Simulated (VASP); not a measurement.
# Ti8Al23 (a cell with a defect) (vacancy hop of Al): relaxation of the atoms with PBE

Ti8Al23 (a cell with a defect) (vacancy hop of Al):

```
Ti Al
1.0
     7.68950    0.00000    0.00000
     0.00000    7.68950    0.00000
     0.00000    0.00000    8.62372
Ti Al
8 23
Direct
  0.00000 0.00000 0.00000
  0.25000 0.25000 0.50000
  0.00000 0.50000 0.00000
  0.25000 0.75000 0.50000
  0.50000 0.00000 0.00000
  0.75000 0.25000 0.50000
  0.50000 0.50000 0.00000
  0.75000 0.75000 0.50000
  0.00000 0.00000 0.50000
  0.25000 0.25000 0.00000
  0.00000 0.25000 0.25000
  0.25000 0.00000 0.75000
  0.00000 0.25000 0.75000
  0.25000 0.00000 0.25000
  0.00000 0.50000 0.50000
  0.25000 0.75000 0.00000
  0.00000 0.75000 0.25000
  0.25000 0.50000 0.75000
  0.00000 0.75000 0.75000
  0.25000 0.50000 0.25000
  0.50000 0.00000 0.50000
  0.75000 0.25000 0.00000
  0.75000 0.00000 0.75000
  0.50000 0.25000 0.75000
  0.75000 0.00000 0.25000
  0.50000 0.50000 0.50000
  0.75000 0.75000 0.00000
  0.50000 0.75000 0.25000
  0.75000 0.50000 0.75000
  0.50000 0.75000 0.75000
  0.75000 0.50000 0.25000
```

```
Program                : VASP 6.6.1
Task                   : relaxation of the atoms
Functional             : PBE
Potentials or basis    : VASP PAW PBE potentials, release 64 (Ti_sv, Al)
Cutoff                 : 520 eV
k mesh                 : 1 × 1 × 1
Occupations            : methfessel-paxton, width 0.1 eV
Spin                   : no spin polarisation
Dipole correction      : no
Further INCAR settings : LREAL = Auto; ALGO = Normal; EDIFF = 1e-06; IBRION = 2; EDIFFG = -0.02; NSW = 90
```

| Property | Result |
| --- | --- |
| Energy gained by relaxing | 8.9 meV/atom |
| Ionic steps | 10 |
| Pressure after relaxing | -1.2 GPa |
| Largest force after relaxing | 0.020 eV/Å |

Forces on the atoms (eV/Å):
```
Ti   0.000  0.002 -0.019
Ti  -0.010  0.000 -0.013
Ti   0.000 -0.002 -0.019
Ti   0.002  0.000  0.019
Ti   0.000 -0.010  0.013
Ti   0.010  0.000 -0.013
Ti   0.000  0.010  0.013
Ti  -0.002  0.000  0.019
Al   0.000 -0.001  0.006
Al  -0.001  0.000  0.001
Al   0.000  0.000 -0.002
Al  -0.001 -0.001  0.000
Al   0.000  0.000 -0.006
Al  -0.014 -0.014  0.000
Al   0.000  0.001  0.006
Al  -0.001  0.000 -0.006
Al   0.000  0.000  0.000
Al  -0.001  0.001  0.000
Al   0.000  0.000  0.000
Al  -0.014  0.014  0.000
Al   0.000 -0.001 -0.001
Al   0.001  0.000  0.001
Al   0.001 -0.001  0.000
Al   0.000  0.000  0.000
Al   0.014 -0.014  0.000
Al   0.000  0.001 -0.001
Al   0.001  0.000 -0.006
Al   0.000  0.000  0.002
Al   0.001  0.001  0.000
Al   0.000  0.000  0.006
Al   0.014  0.014  0.000
```

Stress tensor (GPa, compression positive):
```
-4.21  0.00  0.00
 0.00 -4.21  0.00
 0.00  0.00  4.81
```

Step by step:
| step | energy change (eV) | largest force (eV/Å) | pressure (GPa) |
| --- | --- | --- | --- |
| 1 | 0.0000 | 0.5754 | -1.06 |
| 2 | -0.1119 | 0.3323 | -1.13 |
| 3 | -0.1740 | 0.2859 | -1.10 |
| 4 | -0.2250 | 0.1889 | -1.15 |
| 5 | -0.2518 | 0.2084 | -1.17 |
| 6 | -0.2671 | 0.0944 | -1.20 |
| 7 | -0.2700 | 0.1007 | -1.23 |
| 8 | -0.2736 | 0.0401 | -1.21 |
| 9 | -0.2737 | 0.0396 | -1.20 |
| 10 | -0.2745 | 0.0196 | -1.20 |

Final structure:
```
CELL_PARAMETERS angstrom
7.68950 0.00000 0.00000
0.00000 7.68950 0.00000
0.00000 0.00000 8.62372
ATOMIC_POSITIONS crystal
Ti 0.00000 0.00438 0.99946
Ti 0.23738 0.25000 0.50525
Ti 0.00000 0.49562 0.99946
Ti 0.25438 0.75000 0.50054
Ti 0.50000 0.98738 0.99475
Ti 0.76262 0.25000 0.50525
Ti 0.50000 0.51262 0.99475
Ti 0.74562 0.75000 0.50054
Al 0.00000 0.99359 0.49739
Al 0.26007 0.25000 0.00755
Al 0.00000 0.25000 0.24999
Al 0.24987 0.99987 0.75000
Al 0.00000 0.25000 0.75376
Al 0.25829 0.00829 0.25000
Al 0.00000 0.50641 0.49739
Al 0.24359 0.75000 0.00261
Al 0.00000 0.75000 0.25000
Al 0.24987 0.50013 0.75000
Al 0.00000 0.75000 0.75000
Al 0.25829 0.49171 0.25000
Al 0.50000 0.01007 0.49245
Al 0.73993 0.25000 0.00755
Al 0.75013 0.99987 0.75000
Al 0.50000 0.25000 0.75000
Al 0.74171 0.00829 0.25000
Al 0.50000 0.48993 0.49245
Al 0.75641 0.75000 0.00261
Al 0.50000 0.75000 0.25001
Al 0.75013 0.50013 0.75000
Al 0.50000 0.75000 0.74624
Al 0.74171 0.49171 0.25000
```

Levels at points of the mesh, in eV from the Fermi level:
| k point | band 79 | band 80 | band 81 | band 82 | band 83 | band 84 | band 85 | band 86 |
| --- | --- | --- | --- | --- | --- | --- | --- | --- |
| (0.00, 0.00, 0.00) | -0.66 | -0.66 | -0.44 | -0.21 | 0.00 | 0.21 | 0.30 | 0.30 |

It took 6.5 min on 1 thread of AMD EPYC 9R45 96-Core Processor (Zen 5), on a shared host, peak memory 0.5 GiB.

Caveat: the k points lie up to 0.82 Å⁻¹ apart.
